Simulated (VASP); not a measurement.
**Si5Se: single point with PBE**

Crystal: Si5Se.

```
Si Se
1.0
     4.80866    0.00000    0.00000
    -2.40433    4.16442    0.00000
     0.00000    0.00000    7.34564
Si Se
5 1
Cartesian
  0.0000 0.0000 1.3486
  0.0000 0.0000 5.9970
  2.4043 0.0000 0.0000
  -1.2022 2.0822 0.0000
  1.2022 2.0822 0.0000
  0.0000 0.0000 3.6728
```

```json
{
 "Program": "VASP 6.6.1",
 "Task": "single point",
 "Functional": "PBE",
 "Potentials or basis": "VASP PAW PBE potentials, release 64 (Si, Se)",
 "Cutoff": "520 eV",
 "k mesh": "6 × 6 × 4",
 "Occupations": "gaussian, width 0.1 eV",
 "Spin": "no spin polarisation",
 "Dipole correction": "no",
 "Further INCAR settings": "ALGO = Normal; EDIFF = 1e-06; NBANDS = 22"
}
```

- Pressure: 0.2 GPa
- Largest force: 0.009 eV/Å
- Band gap on the k mesh: zero (band 13 reaches 3.99 eV, above the bottom of band 14 at 3.20 eV)

Forces on the atoms (eV/Å):
```
Si   0.000  0.000 -0.009
Si   0.000  0.000  0.009
Si   0.000  0.000  0.000
Si   0.000  0.000  0.000
Si   0.000  0.000  0.000
Se   0.000  0.000  0.000
```

Stress tensor (GPa, compression positive):
```
0.10 0.00 0.00
0.00 0.10 0.00
0.00 0.00 0.39
```

Levels at points of the mesh, in eV from the Fermi level:
| k point | band 9 | band 10 | band 11 | band 12 | band 13 | band 14 | band 15 | band 16 | band 17 | band 18 |
| --- | --- | --- | --- | --- | --- | --- | --- | --- | --- | --- |
| (0.00, 0.00, 0.00) | -4.44 | -3.69 | -1.17 | -1.17 | -0.63 | -0.16 | -0.16 | 1.82 | 1.87 | 1.87 |
| (0.50, 0.00, 0.00) | -2.30 | -1.43 | -1.25 | -0.82 | 0.12 | 0.37 | 0.57 | 1.02 | 1.77 | 3.93 |
| (0.00, 0.00, 0.50) | -4.44 | -4.28 | -1.77 | -1.77 | 0.00 | 1.13 | 1.13 | 1.83 | 1.83 | 2.77 |
| (0.50, 0.00, 0.50) | -2.24 | -1.32 | -0.44 | -0.07 | 0.15 | 0.37 | 0.76 | 1.56 | 2.61 | 3.53 |

Run time: 53 s on 1 thread of Intel(R) Xeon(R) Platinum 8259CL CPU @ 2.50GHz (Skylake/Cascade Lake), with other jobs on the host, peak memory 0.27 GiB.
